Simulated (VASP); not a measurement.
# Mg4S (I4/mcm) in VASP: notebook

Runs on Mg4S. Level: PBE. Tasks: single point, relaxation of cell and atoms.

Program: VASP 6.6.1. These are calculated values, not measurements. Logs are shortened: lines on timing, memory, paths and dates and some standing lists are left out, and cuts for length are marked.

## 1. The cell of the first run

Symmetry: I4/mcm, No. 140, tetragonal system. The conventional cell has a = 9.445 Å, b = 9.445 Å, c = 10.088 Å, α = 90.00°, β = 90.00°, γ = 90.00°. Mg (site symmetry m) has 1 S at 2.49 Å and 2 Mg at 2.97 to 2.99 Å within 3.3 Å. Within 3.3 Å of S (site symmetry -42m) lie 4 Mg at 2.49 Å.

## 2. Single point, PBE

INCAR

```
ALGO = Normal
EDIFF = 1E-6
ENCUT = 520
GGA = PE
ISIF = 2
ISMEAR = 0
LASPH = T
LCHARG = F
LREAL = F
LWAVE = F
NBANDS = 25
NELM = 60
PREC = Accurate
SIGMA = 0.2
```

KPOINTS

```
k-points
0
Gamma
  3 3 3
```

POSCAR

```
Mg4S
1.0
   -4.7225570723      4.7225570723      5.0439960644
    4.7225570723     -4.7225570723      5.0439960644
    4.7225570723      4.7225570723     -5.0439960644
Mg S
8 2
Direct
    0.9785326098      0.4785326098      0.1607271987
    0.3178054111      0.8178054111      0.8392728013
    0.4785326098      0.3178054111      0.5000000000
    0.8178054111      0.9785326098      0.5000000000
    0.1821945889      0.0214673902      0.5000000000
    0.5214673902      0.6821945889      0.5000000000
    0.6821945889      0.1821945889      0.1607271987
    0.0214673902      0.5214673902      0.8392728013
    0.7500000000      0.2500000000      0.5000000000
    0.2500000000      0.7500000000      0.5000000000
```

Potentials or basis: VASP PAW PBE potentials, release 64 (Mg, S).

On the command line:

```console
$ cat potpaw_PBE.64/Mg/POTCAR potpaw_PBE.64/S/POTCAR > POTCAR
$ mpirun -np 1 vasp_std > vasp.out
```

OUTCAR:

```text
EDIFF = 1E-6
   ENCUT = 520
   GGA = PE
   ISIF = 2
   ISMEAR = 0
   LASPH = T
   LREAL = F
   NELM = 60
   PREC = Accurate

 ion  position               nearest neighbor table
   1  0.979  0.479  0.161-  10 2.49   8 2.97   7 2.99
   2  0.318  0.818  0.839-  10 2.49   7 2.97   8 2.99
   3  0.479  0.318  0.500-   9 2.49   6 2.97   5 2.99
   4  0.818  0.979  0.500-   9 2.49   5 2.97   6 2.99
   5  0.182  0.021  0.500-  10 2.49   4 2.97   3 2.99
   6  0.521  0.682  0.500-  10 2.49   3 2.97   4 2.99
   7  0.682  0.182  0.161-   9 2.49   2 2.97   1 2.99
   8  0.021  0.521  0.839-   9 2.49   1 2.97   2 2.99
   9  0.750  0.250  0.500-   3 2.49   4 2.49   7 2.49   8 2.49
  10  0.250  0.750  0.500-   1 2.49   2 2.49   5 2.49   6 2.49

  LATTYP: Found a body centered tetragonal cell.
 ALAT       =     9.4451141446
 C/A-ratio  =     1.0680646072

  Lattice vectors:

 A1 = (  -4.7225570723,   4.7225570723,   5.0439960644)
 A2 = (   4.7225570723,  -4.7225570723,   5.0439960644)
 A3 = (   4.7225570723,   4.7225570723,  -5.0439960644)

Analysis of symmetry for initial positions (statically):
=====================================================================
 Subroutine PRICEL returns:
 Original cell was already a primitive cell.

 Routine SETGRP: Setting up the symmetry group for a
 body centered tetragonal supercell.

 Subroutine GETGRP returns: Found 16 space group operations
 (whereof  8 operations were pure point group operations)
 out of a pool of 16 trial point group operations.

The static configuration has the point symmetry C_4h.
 The point group associated with its full space group is D_4h.

Analysis of symmetry for dynamics (positions and initial velocities):
=====================================================================
 Subroutine PRICEL returns:
 Original cell was already a primitive cell.

 Routine SETGRP: Setting up the symmetry group for a
 body centered tetragonal supercell.

 Subroutine GETGRP returns: Found 16 space group operations
 (whereof  8 operations were pure point group operations)
 out of a pool of 16 trial point group operations.

The dynamic configuration has the point symmetry C_4h.
 The point group associated with its full space group is D_4h.

 Subroutine INISYM returns: Found 16 space group operations
 (whereof  8 operations are pure point group operations),
 and found     1 'primitive' translations

----------------------------------------------------------------------------------------

                                     Primitive cell

  volume of cell :     449.9758

  direct lattice vectors                    reciprocal lattice vectors
    -4.722557072  4.722557072  5.043996064     0.000000000  0.105874845  0.099127754
     4.722557072 -4.722557072  5.043996064     0.105874845  0.000000000  0.099127754
     4.722557072  4.722557072 -5.043996064     0.105874845  0.105874845  0.000000000

  length of vectors
     8.369407799  8.369407799  8.369407799     0.145037218  0.145037218  0.149729642

  position of ions in fractional coordinates (direct lattice)
     0.978532610  0.478532610  0.160727199
     0.317805411  0.817805411  0.839272801
     0.478532610  0.317805411  0.500000000
     0.817805411  0.978532610  0.500000000
     0.182194589  0.021467390  0.500000000
     0.521467390  0.682194589  0.500000000
     0.682194589  0.182194589  0.160727199
     0.021467390  0.521467390  0.839272801
     0.750000000  0.250000000  0.500000000
     0.250000000  0.750000000  0.500000000

  ion indices of the primitive-cell ions
   primitive index   ion index
                 1           1
                 2           2
                 3           3
                 4           4
                 5           5
                 6           6
                 7           7
                 8           8
                 9           9
                10          10

----------------------------------------------------------------------------------------

 KPOINTS: k-points

Automatic generation of k-mesh.
 Grid dimensions read from file:
 generate k-points for:    3    3    3

 Generating k-lattice:

  Cartesian coordinates                     Fractional coordinates (reciprocal lattice)
     0.000000000  0.035291615  0.033042585     0.333333333  0.000000000 -0.000000000
     0.035291615  0.000000000  0.033042585     0.000000000  0.333333333 -0.000000000
     0.035291615  0.035291615  0.000000000     0.000000000  0.000000000  0.333333333

  Length of vectors
     0.048345739  0.048345739  0.049909881

  Shift w.r.t. Gamma in fractional coordinates (k-lattice)
     0.000000000  0.000000000  0.000000000

 Subroutine IBZKPT returns following result:
 ===========================================

 Found      6 irreducible k-points:

 Following reciprocal coordinates:
            Coordinates               Weight
  0.000000  0.000000  0.000000      1.000000
  0.333333  0.000000 -0.000000      8.000000
  0.333333  0.333333 -0.000000      8.000000
 -0.333333  0.333333  0.000000      4.000000
 -0.333333  0.333333  0.333333      4.000000
 -0.333333 -0.333333  0.333333      2.000000
   k-points           NKPTS =      6   k-points in BZ     NKDIM =      6   number of bands    NBANDS=     25
   number of dos      NEDOS =    301   number of ions     NIONS =     10
   total plane-waves  NPLWV = 262144
   dimension x,y,z NGX =    64 NGY =   64 NGZ =   64
   dimension x,y,z NGXF=   128 NGYF=  128 NGZF=  128
   ions per type =               8   2
   NGX,Y,Z   is equivalent  to a cutoff of  12.71, 12.71, 12.71 a.u.
   NGXF,Y,Z  is equivalent  to a cutoff of  25.43, 25.43, 25.43 a.u.
 SYSTEM =  unknown system
   PREC   = accura    normal or accurate (medium, high low for compatibility)
   ISTART =      0    job   : 0-new  1-cont  2-samecut
   ICHARG =      2    charge: 1-file 2-atom 10-const
   ISPIN  =      1    spin polarized calculation?
   LNONCOLLINEAR =      F non collinear calculations
   LSORBIT =      F    spin-orbit coupling
   LASPH  =      T    aspherical Exc in radial PAW
   ENCUT  =  520.0 eV  38.22 Ry    6.18 a.u.  15.56 15.56 15.56*2*pi/ulx,y,z
   NELM   =     60;   NELMIN=  2; NELMDL= -5     # of ELM steps
   EDIFF  = 0.1E-05   stopping-criterion for ELM
   LREAL  =      F    real-space projection
[... 7 lines left out ...]
   TEBEG  =    0.0;   TEEND  =   0.0 temperature during run
   PSTRESS=    0.0 pullay stress
   NELECT =      28.0000    total number of electrons
   NUPDOWN=      -1.0000    fix difference up-down
   EMIN   =  10.00;   EMAX   =-10.00  energy-range for DOS
   EFERMI =   0.00;   METHOD = LEGACY
   ISMEAR =     0;   SIGMA  =   0.20  broadening in eV -4-tet -1-fermi 0-gaus
   EFERMI_NEDOS =   21; number of points for ismear=-14 and -15
   IALGO  =     38    algorithm
   IMIX   =      4    mixing-type and parameters
     AMIX     =   0.40;   BMIX     =  1.00
     AMIX_MAG =   1.60;   BMIX_MAG =  1.00
  volume/ion in A,a.u.               =      45.00       303.66
  Fermi-wavevector in a.u.,A,eV,Ry     =   0.648731  1.225923  5.726033  0.420852
  Thomas-Fermi vector in A             =   1.717458
   LORBIT       =      0    0 simple, 1 ext, 2 COOP (PROOUT), +10 PAW based schemes
   GGA     = PE    functional components
   LHFCALC =     F    Hartree Fock is set to
   AEXX    =    0.0000 exact exchange contribution
   IVDW    =     0    specifies the selected vdW correction
   LEPSILON=     F    determine dielectric tensor
   LRPA    =     F    only Hartree local field effects (RPA)
 non-spin polarized calculation
 Gauss-broadening in eV      SIGMA  =   0.20
  energy-cutoff  :      520.00
  volume of cell :      449.98
 maximum number of plane-waves:     12195
 NGX is ok and might be reduce to    64
   NGX = 31   NGY = 31   NGZ = 31

 number of electron      28.0000001 magnetization

 Free energy of the ion-electron system (eV)
  ---------------------------------------------------
  ext. energy  EPLUGINS =         0.00000000
  ---------------------------------------------------
  free energy    TOTEN  =       -18.78433154 eV

  energy without entropy =      -18.70240192  energy(sigma->0) =      -18.74336673

 E-fermi :  -0.0720     XC(G=0):  -6.0480

 val. band max:       -0.1339337445   @ k =   0.3333   0.0000  -0.0000
 cond. band min:       0.3122308583   @ k =   0.3333   0.3333  -0.0000
 fundamental gap:      0.4461646027
 Fermi energy:        -0.0719785843

 k-point     1 :       0.0000    0.0000    0.0000
  band No.  band energies     occupation
      1     -13.0750      2.00000
      2     -13.0381      2.00000
      3      -4.4688      2.00000
      4      -4.4688      2.00000
      5      -4.3702      2.00000
      6      -4.3702      2.00000
[... 17 lines left out ...]
     24       3.4859      0.00000
     25       3.9468      0.00000

 k-point     2 :       0.3333    0.0000   -0.0000
  band No.  band energies     occupation
      1     -13.0656      2.00000
      2     -13.0472      2.00000
      3      -4.5285      2.00000
      4      -4.5270      2.00000
      5      -4.4163      2.00000
      6      -4.4005      2.00000
[... 17 lines left out ...]
     24       3.2254      0.00000
     25       3.3321      0.00000

 k-point     3 :       0.3333    0.3333   -0.0000
  band No.  band energies     occupation
      1     -13.0626      2.00000
      2     -13.0499      2.00000
      3      -4.7183      2.00000
      4      -4.5362      2.00000
      5      -4.3999      2.00000
      6      -4.2307      2.00000
[... 17 lines left out ...]
     24       3.0962      0.00000
     25       3.5882      0.00000

 k-point     4 :      -0.3333    0.3333    0.0000
  band No.  band energies     occupation
      1     -13.0719      2.00000
      2     -13.0407      2.00000
      3      -4.7082      2.00000
      4      -4.4870      2.00000
      5      -4.3551      2.00000
      6      -4.2722      2.00000
[... 17 lines left out ...]
     24       3.0203      0.00000
     25       3.0355      0.00000

 k-point     5 :      -0.3333    0.3333    0.3333
  band No.  band energies     occupation
      1     -13.0688      2.00000
      2     -13.0434      2.00000
      3      -4.6918      2.00000
      4      -4.6695      2.00000
      5      -4.2920      2.00000
      6      -4.2801      2.00000
[... 17 lines left out ...]
     24       3.1068      0.00000
     25       3.2415      0.00000

 k-point     6 :      -0.3333   -0.3333    0.3333
  band No.  band energies     occupation
      1     -13.0596      2.00000
      2     -13.0527      2.00000
      3      -4.6923      2.00000
      4      -4.6923      2.00000
      5      -4.2425      2.00000
      6      -4.2425      2.00000
[... 17 lines left out ...]
     24       3.2662      0.00000
     25       3.3183      0.00000

------------------------ aborting loop because EDIFF is reached ----------------------------------------

  FORCE on cell =-STRESS in cart. coord.  units (eV):
  Direction    XX          YY          ZZ          XY          YZ          ZX
  --------------------------------------------------------------------------------------
  -------------------------------------------------------------------------------------
  Total       -0.1137473     -0.1137473      0.6063334      0.0000000     -0.0000000      0.0000000
  in kB       -0.4050070     -0.4050070      2.1589020      0.0000000     -0.0000000      0.0000000
  external PRESSURE =       0.4496294 kB  Pullay stress =       0.0000000 kB

 VOLUME and BASIS-vectors are now :
 -----------------------------------------------------------------------------
  energy-cutoff  :      520.00
  volume of cell :      449.98
      direct lattice vectors                 reciprocal lattice vectors
    -4.722557072  4.722557072  5.043996064     0.000000000  0.105874845  0.099127754
     4.722557072 -4.722557072  5.043996064     0.105874845  0.000000000  0.099127754
     4.722557072  4.722557072 -5.043996064     0.105874845  0.105874845  0.000000000

 POSITION                                       TOTAL-FORCE (eV/Angst)
 -----------------------------------------------------------------------------------
     -1.60224      3.12032      6.53872         0.012896      0.012896      0.016747
      6.32479      1.60224      1.49473        -0.012896     -0.012896      0.016747
      1.60224      3.12032      1.49473        -0.012896      0.012896      0.016747
      3.12032      1.60224      6.53872         0.012896     -0.012896      0.016747
      1.60224      3.12032     -1.49473        -0.012896      0.012896     -0.016747
      3.12032      1.60224      3.54927         0.012896     -0.012896     -0.016747
     -1.60224      3.12032      3.54927         0.012896      0.012896     -0.016747
      6.32479      1.60224     -1.49473        -0.012896     -0.012896     -0.016747
     -0.00000      4.72256      2.52200         0.000000      0.000000      0.000000
      4.72256     -0.00000      2.52200         0.000000      0.000000     -0.000000
 -----------------------------------------------------------------------------------
    total drift:                               -0.000000      0.000000      0.000000

  FREE ENERGIE OF THE ION-ELECTRON SYSTEM (eV)
  ---------------------------------------------------
  free  energy   TOTEN  =       -18.7843315360 eV

  energy  without entropy=      -18.7024019231  energy(sigma->0) =      -18.74336673
```

Run time: 1.9 min. Hardware: 1 thread of Intel Xeon Platinum 8259CL at 2.50GHz (Skylake/Cascade Lake), shared host; peak memory 0.58 GiB.

Results:

```
Free energy            : -18.7843 eV
Pressure               : 0.0 GPa
Largest force          : 0.025 eV/Å
Band gap on the k mesh : zero (band 14 reaches -0.13 eV, above the bottom of band 15 at -0.34 eV)
```

Forces in eV/Å, atoms in the order of the input:
```
Mg   0.013  0.013  0.017
Mg  -0.013 -0.013  0.017
Mg  -0.013  0.013  0.017
Mg   0.013 -0.013  0.017
Mg  -0.013  0.013 -0.017
Mg   0.013 -0.013 -0.017
Mg   0.013  0.013 -0.017
Mg  -0.013 -0.013 -0.017
S    0.000  0.000  0.000
S    0.000  0.000  0.000
```

Stress tensor (GPa, compression positive):
```
-0.04  0.00  0.00
 0.00 -0.04  0.00
 0.00  0.00  0.22
```

Levels at points of the mesh, in eV from the Fermi level:
```tsv
k point	band 12	band 13	band 14	band 15	band 16	band 17
(0.00, 0.00, 0.00)	-1.17	-0.38	-0.38	0.58	0.86	1.35
```

## 3. Relaxation of cell and atoms, PBE

This run uses another cell than the first one, of 21.77 Å³/atom, 0.484 times its volume.

INCAR

```
PREC = Accurate
ENCUT = 600
EDIFF = 1E-7
ISMEAR = 0
SIGMA = 0.2
LREAL = False
LASPH = True
NELM = 80
ALGO = Normal
ISIF = 3
LWAVE = False
LCHARG = False
GGA = PE
IBRION = 2
NSW = 36
EDIFFG = -0.08
```

KPOINTS

```
Automatic mesh
0
Gamma
  3 3 3
```

POSCAR

```
Mg4S
1.0
   -3.9821203100      3.9821203100      3.4314250500
    3.9821203100     -3.9821203100      3.4314250500
    3.9821203100      3.9821203100     -3.4314250500
Mg S
8 2
Direct
    0.9944984300      0.4944984300      0.1579287100
    0.3365697200      0.8365697200      0.8420712900
    0.4944984300      0.3365697200      0.5000000000
    0.8365697200      0.9944984300      0.5000000000
    0.1634302800      0.0055015700      0.5000000000
    0.5055015700      0.6634302800      0.5000000000
    0.6634302800      0.1634302800      0.1579287100
    0.0055015700      0.5055015700      0.8420712900
    0.7500000000      0.2500000000      0.5000000000
    0.2500000000      0.7500000000      0.5000000000
```

Potentials or basis: VASP PAW PBE potentials, release 64 (Mg, S).

On the command line:

```console
$ cat potpaw_PBE.64/Mg/POTCAR potpaw_PBE.64/S/POTCAR > POTCAR
$ mpirun -np 1 vasp_std > vasp.out
```

It took 15 min on 1 thread of Intel Xeon Platinum 8259CL at 2.50GHz (Skylake/Cascade Lake), shared host; peak memory 0.42 GiB.

It converged, with:

* Free energy: -18.7681 eV
* Relaxed volume: 45.67 Å³/atom
* Relaxed cell: a = 8.414 Å, b = 8.414 Å, c = 8.414 Å, α = 111.57°, β = 111.57°, γ = 105.35°
* Space group after relaxing (to 0.05 Å): I4/mcm (No. 140)
* Energy gained by relaxing: 1788.4 meV/atom
* Ionic steps: 15
* Pressure after relaxing: -0.1 GPa
* Largest force after relaxing: 0.074 eV/Å
* Band gap on the k mesh: zero (band 14 reaches -0.17 eV, above the bottom of band 15 at -0.35 eV)

Forces in eV/Å, atoms in the order of the input:
```
Mg  -0.052 -0.052  0.001
Mg   0.052  0.052  0.001
Mg   0.052 -0.052  0.001
Mg  -0.052  0.052  0.001
Mg   0.052 -0.052 -0.001
Mg  -0.052  0.052 -0.001
Mg  -0.052 -0.052 -0.001
Mg   0.052  0.052 -0.001
S    0.000  0.000  0.000
S    0.000  0.000  0.000
```

Stress tensor (GPa, compression positive):
```
-0.02  0.00  0.00
 0.00 -0.02  0.00
 0.00  0.00 -0.19
```

Step by step:
```tsv
step	energy change (eV)	largest force (eV/Å)	pressure (GPa)	volume (Å³)
1	0.0000	2.0023	41.70	217.65
2	-15.6205	1.7287	0.77	449.12
3	-15.6079	1.7566	1.28	433.28
4	-15.6208	1.7398	0.95	443.36
5	-17.2033	0.8894	-0.32	474.65
6	-17.5912	0.4677	-0.73	495.48
7	-17.6299	0.3533	-0.81	502.98
8	-17.6319	0.3352	-0.82	504.44
9	-17.7508	0.2303	-0.29	483.18
10	-17.7701	0.2506	0.10	470.94
11	-17.7982	0.1720	0.08	469.47
12	-17.8192	0.0477	0.07	466.76
13	-17.8453	0.0402	-0.05	467.85
14	-17.8674	0.0546	-0.34	469.90
15	-17.8844	0.0742	-0.08	456.74
```

Final structure:
```
Mg S
1.0
    -4.73091    4.73091    5.10177
     4.73091   -4.73091    5.10177
     4.73091    4.73091   -5.10177
Mg S
8 2
Cartesian
  -1.5931 3.1378 6.6116
  6.3241 1.5931 1.5099
  1.5931 3.1378 1.5099
  3.1378 1.5931 6.6116
  1.5931 3.1378 -1.5099
  3.1378 1.5931 3.5919
  -1.5931 3.1378 3.5919
  6.3241 1.5931 -1.5099
  0.0000 4.7309 2.5509
  4.7309 0.0000 2.5509
```

Levels at points of the mesh, in eV from the Fermi level:
```
           k point  band 12  band 13  band 14  band 15  band 16  band 17
(0.00, 0.00, 0.00)    -1.17    -0.38    -0.38     0.58     0.82     1.36
```

Caveat: the k points lie up to 0.31 Å⁻¹ apart in the final cell; the volume moved by over 15 % at a fixed basis, so the end points are rough; the relaxation stopped at a loose force limit of 0.08 eV/Å, so its end isn't a converged minimum.
